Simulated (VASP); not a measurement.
# GaSb (I-4m2) in VASP: a series of runs

The runs below take GaSb through single point, with PBE.

All numbers are computed with VASP 6.6.1; they aren't measurements. Logs are shortened: lines on timing, memory, paths and dates and some standing lists are left out, and cuts for length are marked.

**1. The cell of the first run**

It takes space group I-4m2 (No. 119, tetragonal). The conventional cell has a = 5.439 Å, b = 5.439 Å, c = 3.162 Å, α = 90.00°, β = 90.00°, γ = 90.00°. Within 3.7 Å of Ga (site symmetry -4m2) lie 8 Sb at 2.83 to 3.61 Å and 2 Ga at 3.16 Å. Within 3.7 Å of Sb (site symmetry -4m2) lie 8 Ga at 2.83 to 3.61 Å and 2 Sb at 3.16 Å.

**2. Single point, PBE**

The input, INCAR:

```
SYSTEM = GaSb
ALGO = Normal ; EDIFF = 1E-6
ENCUT = 520 ; GGA = PE
ISIF = 2 ; ISMEAR = 0
LASPH = .TRUE. ; LCHARG = .FALSE.
LREAL = .FALSE. ; LWAVE = .FALSE.
NBANDS = 16 ; NELM = 100
PREC = Accurate ; SIGMA = 0.15
```

The input, KPOINTS:

```
k-points
0
G
  16 16 16
  0 0 0
```

The input, POSCAR:

```
GaSb
1.0
   -2.7196500000      2.7196500000      1.5810862174
    2.7196500000     -2.7196500000      1.5810862174
    2.7196500000      2.7196500000     -1.5810862174
Ga Sb
1 1
Direct
    0.2500000000      0.7500000000      0.5000000000
    0.0000000000      0.0000000000      0.0000000000
```

Potentials or basis: VASP PAW PBE potentials, release 64 (Ga_d, Sb).

Run with:

```sh
cat potpaw_PBE.64/Ga_d/POTCAR potpaw_PBE.64/Sb/POTCAR > POTCAR
mpirun -np 1 vasp_std > vasp.out
```

OUTCAR:

```text
SYSTEM = GaSb
   EDIFF = 1E-6
   ENCUT = 520
   GGA = PE
   ISIF = 2
   ISMEAR = 0
   LASPH = .TRUE.
   LREAL = .FALSE.
   NELM = 100
   PREC = Accurate

 ion  position               nearest neighbor table
   1  0.250  0.750  0.500-   2 2.83   2 2.83   2 2.83   2 2.83
   2  0.000  0.000  0.000-   1 2.83   1 2.83   1 2.83   1 2.83

  LATTYP: Found a body centered tetragonal cell.
 ALAT       =     5.4393000000
 C/A-ratio  =     0.5813565045

  Lattice vectors:

 A1 = (  -2.7196500000,   2.7196500000,   1.5810862174)
 A2 = (   2.7196500000,  -2.7196500000,   1.5810862174)
 A3 = (   2.7196500000,   2.7196500000,  -1.5810862174)

Analysis of symmetry for initial positions (statically):
=====================================================================
 Subroutine PRICEL returns:
 Original cell was already a primitive cell.

 Routine SETGRP: Setting up the symmetry group for a
 body centered tetragonal supercell.

 Subroutine GETGRP returns: Found  8 space group operations
 (whereof  8 operations were pure point group operations)
 out of a pool of 16 trial point group operations.

The static configuration has the point symmetry D_2d.

Analysis of symmetry for dynamics (positions and initial velocities):
=====================================================================
 Subroutine PRICEL returns:
 Original cell was already a primitive cell.

 Routine SETGRP: Setting up the symmetry group for a
 body centered tetragonal supercell.

 Subroutine GETGRP returns: Found  8 space group operations
 (whereof  8 operations were pure point group operations)
 out of a pool of 16 trial point group operations.

The dynamic configuration has the point symmetry D_2d.

 Subroutine INISYM returns: Found  8 space group operations
 (whereof  8 operations are pure point group operations),
 and found     1 'primitive' translations

----------------------------------------------------------------------------------------

                                     Primitive cell

  volume of cell :      46.7780

  direct lattice vectors                    reciprocal lattice vectors
    -2.719650000  2.719650000  1.581086217     0.000000000  0.183847186  0.316238289
     2.719650000 -2.719650000  1.581086217     0.183847186  0.000000000  0.316238289
[... 76 lines left out ...]
   PREC   = accura    normal or accurate (medium, high low for compatibility)
   ISTART =      0    job   : 0-new  1-cont  2-samecut
   ICHARG =      2    charge: 1-file 2-atom 10-const
   ISPIN  =      1    spin polarized calculation?
   LNONCOLLINEAR =      F non collinear calculations
   LSORBIT =      F    spin-orbit coupling
   LASPH  =      T    aspherical Exc in radial PAW
   ENCUT  =  520.0 eV  38.22 Ry    6.18 a.u.   7.73  7.73  7.73*2*pi/ulx,y,z
   NELM   =    100;   NELMIN=  2; NELMDL= -5     # of ELM steps
   EDIFF  = 0.1E-05   stopping-criterion for ELM
   LREAL  =      F    real-space projection
   EDIFFG = 0.1E-04   stopping-criterion for IOM
   NSW    =      0    number of steps for IOM
   IBRION =     -1    ionic relax: 0-MD 1-quasi-New 2-CG
   NFREE  =      0    steps in history (QN), initial steepest desc. (CG)
   ISIF   =      2    stress and relaxation
   ISYM   =      2    0-nonsym 1-usesym 2-fastsym
   POTIM  = 0.5000    time-step for ionic-motion
   TEBEG  =    0.0;   TEEND  =   0.0 temperature during run
   PSTRESS=    0.0 pullay stress
   NELECT =      18.0000    total number of electrons
   NUPDOWN=      -1.0000    fix difference up-down
   EMIN   =  10.00;   EMAX   =-10.00  energy-range for DOS
   EFERMI =   0.00;   METHOD = LEGACY
   ISMEAR =     0;   SIGMA  =   0.15  broadening in eV -4-tet -1-fermi 0-gaus
   EFERMI_NEDOS =   21; number of points for ismear=-14 and -15
   IALGO  =     38    algorithm
   IMIX   =      4    mixing-type and parameters
     AMIX     =   0.40;   BMIX     =  1.00
     AMIX_MAG =   1.60;   BMIX_MAG =  1.00
  volume/ion in A,a.u.               =      23.39       157.84
  Fermi-wavevector in a.u.,A,eV,Ry     =   1.190744  2.250180 19.291316  1.417872
  Thomas-Fermi vector in A             =   2.326822
   LORBIT       =      0    0 simple, 1 ext, 2 COOP (PROOUT), +10 PAW based schemes
   GGA     = PE    functional components
   LHFCALC =     F    Hartree Fock is set to
   AEXX    =    0.0000 exact exchange contribution
   IVDW    =     0    specifies the selected vdW correction
   LEPSILON=     F    determine dielectric tensor
   LRPA    =     F    only Hartree local field effects (RPA)
 non-spin polarized calculation
 Gauss-broadening in eV      SIGMA  =   0.15
  energy-cutoff  :      520.00
  volume of cell :       46.78
 maximum number of plane-waves:      1273
   NGX = 15   NGY = 15   NGZ = 15

 number of electron      18.0000014 magnetization

 Free energy of the ion-electron system (eV)
  ---------------------------------------------------
  ext. energy  EPLUGINS =         0.00000000
  ---------------------------------------------------
  free energy    TOTEN  =        -6.98237086 eV

  energy without entropy =       -6.97354872  energy(sigma->0) =       -6.97795979

 E-fermi :   6.9135     XC(G=0): -10.3767

 val. band max:        6.9028756377   @ k =   0.1250   0.1250   0.0625
 cond. band min:       6.9146576325   @ k =  -0.1250  -0.1875   0.0625
 fundamental gap:      0.0117819947
 Fermi energy:         6.9135174468

 k-point     1 :       0.0000    0.0000    0.0000
  band No.  band energies     occupation
      1      -8.0771      2.00000
      2      -7.9922      2.00000
      3      -7.9850      2.00000
      4      -7.9602      2.00000
      5      -7.9602      2.00000
      6      -5.2558      2.00000
[... 433 lines left out ...]
      3      -7.9845      2.00000
      4      -7.9603      2.00000
      5      -7.9598      2.00000
      6      -5.2202      2.00000
[... 8 lines left out ...]
     15      16.6811      0.00000
     16      17.7242      0.00000

 [... further k-points ...]
[... 5 lines left out ...]
  --------------------------------------------------------------------------------------
  -------------------------------------------------------------------------------------
  Total        0.7033566      0.7033566      0.3394280      0.0000000      0.0000000      0.0000000
  in kB       24.0904326     24.0904326     11.6256338      0.0000000      0.0000000      0.0000000
  external PRESSURE =      19.9354997 kB  Pullay stress =       0.0000000 kB

 VOLUME and BASIS-vectors are now :
 -----------------------------------------------------------------------------
  energy-cutoff  :      520.00
  volume of cell :       46.78
      direct lattice vectors                 reciprocal lattice vectors
    -2.719650000  2.719650000  1.581086217     0.000000000  0.183847186  0.316238289
     2.719650000 -2.719650000  1.581086217     0.183847186  0.000000000  0.316238289
     2.719650000  2.719650000 -1.581086217     0.183847186  0.183847186  0.000000000

 POSITION                                       TOTAL-FORCE (eV/Angst)
 -----------------------------------------------------------------------------------
      2.71965     -0.00000      0.79054        -0.000000     -0.000000     -0.000000
      0.00000      0.00000      0.00000         0.000000      0.000000      0.000000
 -----------------------------------------------------------------------------------
    total drift:                                0.000000     -0.000000      0.000000

  FREE ENERGIE OF THE ION-ELECTRON SYSTEM (eV)
  ---------------------------------------------------
  free  energy   TOTEN  =        -6.9823708613 eV

  energy  without entropy=       -6.9735487227  energy(sigma->0) =       -6.97795979
```

OSZICAR:

```text
N       E                     dE             d eps       ncg     rms          rms(c)
DAV:   1     0.828595583763E+02    0.82860E+02   -0.82363E+03 11216   0.149E+03
DAV:   2    -0.874572534704E+00   -0.83734E+02   -0.80948E+02 13136   0.320E+02
DAV:   3    -0.689919176679E+01   -0.60246E+01   -0.59988E+01 13456   0.635E+01
DAV:   4    -0.700056362503E+01   -0.10137E+00   -0.10135E+00 13904   0.910E+00
DAV:   5    -0.700287063856E+01   -0.23070E-02   -0.23070E-02 13944   0.124E+00    0.254E+00
DAV:   6    -0.698550553072E+01    0.17365E-01   -0.37459E-02 14776   0.325E+00    0.144E+00
DAV:   7    -0.698242008921E+01    0.30854E-02   -0.12258E-02 16104   0.122E+00    0.249E-01
DAV:   8    -0.698235784545E+01    0.62244E-04   -0.16167E-03 14728   0.519E-01    0.393E-02
DAV:   9    -0.698236997528E+01   -0.12130E-04   -0.10162E-04 13728   0.794E-02    0.191E-02
DAV:  10    -0.698237086129E+01   -0.88601E-06   -0.64372E-06 14584   0.182E-02
   1 F= -.69823709E+01 E0= -.69779598E+01  d E =-.882214E-02
```

stdout:

```text
POSCAR found type information on POSCAR GaSb
 POSCAR found :  2 types and       2 ions
 scaLAPACK will be used
 LDA part: xc-table for (Slater+PW92), standard interpolation
 POSCAR, INCAR and KPOINTS ok, starting setup
 FFT: planning ... GRIDC
 FFT: planning ... GRID_SOFT
 FFT: planning ... GRID
 WAVECAR not read
 entering main loop
```

It took 56 s on 1 thread of Intel Xeon 6975P-C (Granite Rapids), shared host; peak memory 0.39 GiB.

Results:

```yaml
Free_energy: -6.9824 eV
Pressure: 2.0 GPa
Band_gap_on_the_k_mesh: zero (band 9 reaches 8.74 eV, above the bottom of band 10 at 3.81 eV)
```

Caveat: spin-orbit coupling is left out, which moves the levels of the heavy elements.

**3. Single point, PBE**

The input, INCAR:

```
SYSTEM = GaSb
ALGO = Normal ; EDIFF = 1E-7
ENCUT = 520 ; GGA = PE
ISIF = 2 ; ISMEAR = 0
LASPH = .TRUE. ; LCHARG = .TRUE.
LELF = .TRUE. ; LREAL = .FALSE.
LVHAR = .TRUE. ; LWAVE = .FALSE.
NBANDS = 16 ; NELM = 100
PREC = Accurate ; SIGMA = 0.15
```

KPOINTS is that of step 2.

The input, POSCAR:

```
GaSb
1.0
   -2.7657340133      2.7657340133      1.5284000000
    2.7657340133     -2.7657340133      1.5284000000
    2.7657340133      2.7657340133     -1.5284000000
Ga Sb
1 1
Direct
    0.2500000000      0.7500000000      0.5000000000
    0.0000000000      0.0000000000      0.0000000000
```

Potentials or basis: VASP PAW PBE potentials, release 64 (Ga_d, Sb).

Run with:

```sh
cat potpaw_PBE.64/Ga_d/POTCAR potpaw_PBE.64/Sb/POTCAR > POTCAR
mpirun -np 1 vasp_std > vasp.out
```

It took 70 s on 1 thread of Intel Xeon 6975P-C (Granite Rapids), shared host; peak memory 0.39 GiB.

Results (log left out):

* Free energy: -6.9796 eV
* Pressure: 1.9 GPa
* Band gap on the k mesh: zero (band 9 reaches 8.57 eV, above the bottom of band 10 at 3.95 eV)

Stress tensor (GPa, compression positive):
```
1.27 0.00 0.00
0.00 1.27 0.00
0.00 0.00 3.09
```

Levels at points of the mesh, in eV from the Fermi level:
```csv
k point,band 7,band 8,band 9,band 10,band 11,band 12
"(0.00, 0.00, 0.00)",-3.30,-2.13,-2.13,3.20,5.84,6.98
"(0.50, 0.00, 0.00)",-5.67,-2.56,-1.38,-1.28,2.40,3.25
"(0.50, 0.50, 0.00)",-8.27,-0.24,1.64,1.83,2.05,5.26
"(0.50, 0.50, 0.50)",-6.18,-5.20,-5.20,4.29,5.78,10.19
```

Caveat: spin-orbit coupling is left out, which moves the levels of the heavy elements.

**4. Single point, PBE**

The input, INCAR:

```
SYSTEM = GaSb
ALGO = Normal
EDIFF = 1E-6
ENCUT = 520
GGA = PE
ISIF = 2
ISMEAR = 0
LASPH = .TRUE.
LCHARG = .FALSE.
LREAL = .FALSE.
LWAVE = .FALSE.
NBANDS = 16
NELM = 100
PREC = Accurate
SIGMA = 0.15
```

KPOINTS is that of step 3.

The input, POSCAR:

```
GaSb
1.0
   -2.6735500000      2.6735500000      1.6338000000
    2.6735500000     -2.6735500000      1.6338000000
    2.6735500000      2.6735500000     -1.6338000000
Ga Sb
1 1
Direct
    0.2500000000      0.7500000000      0.5000000000
    0.0000000000      0.0000000000      0.0000000000
```

Run with:

```sh
cat potpaw_PBE.64/Ga_d/POTCAR potpaw_PBE.64/Sb/POTCAR > POTCAR
mpirun -np 1 vasp_std > vasp.out
```

Wall time 54 s (1 thread of Intel Xeon 6975P-C (Granite Rapids), shared host); peak memory 0.39 GiB.

The run converged. Its results:

| Quantity | Value |
| --- | --- |
| Free energy | -6.9559 eV |
| Pressure | 2.6 GPa |
| Band gap on the k mesh | zero (band 9 reaches 9.07 eV, above the bottom of band 10 at 3.89 eV) |

Stress tensor (GPa, compression positive):
```
 3.93  0.00  0.00
 0.00  3.93  0.00
 0.00  0.00 -0.01
```

Levels at points of the mesh, in eV from the Fermi level:
```
           k point  band 6  band 7  band 8  band 9  band 10  band 11  band 12  band 13
(0.00, 0.00, 0.00)  -12.21   -2.33   -1.76   -1.76     3.56     4.40     6.84     7.39
(0.50, 0.00, 0.00)   -8.71   -5.96   -2.36   -1.81    -1.13     2.27     3.46     5.39
(0.50, 0.50, 0.00)  -10.53   -8.23    0.21    1.76     2.68     2.81     4.12     5.84
(0.50, 0.50, 0.50)   -9.16   -5.86   -5.14   -5.14     2.56     3.99    11.10    11.10
```

Caveat: spin-orbit coupling is left out, which moves the levels of the heavy elements.

**5. Overview**

| cell | gap on the mesh (eV) | pressure (GPa) |
| --- | --- | --- |
| a = 4.158 Å, angles 98.3, 98.3, 135.3°, 2 atoms | none | 2.0 |
| a = 4.199 Å, angles 97.6, 97.6, 137.3°, 2 atoms | none | 1.9 |
| a = 4.119 Å, angles 99.1, 99.1, 133.3°, 2 atoms | none | 2.6 |

Alike in all rows: task single point; level PBE; potentials or basis VASP PAW PBE potentials, release 64 (Ga_d, Sb); no spin polarisation; k mesh 16 × 16 × 16; cutoff (eV) 520; smearing gaussian 0.15 eV.

Caveats: spin-orbit coupling is left out, which moves the levels of the heavy elements.

Absolute energies hang on the potentials; compare differences alone.
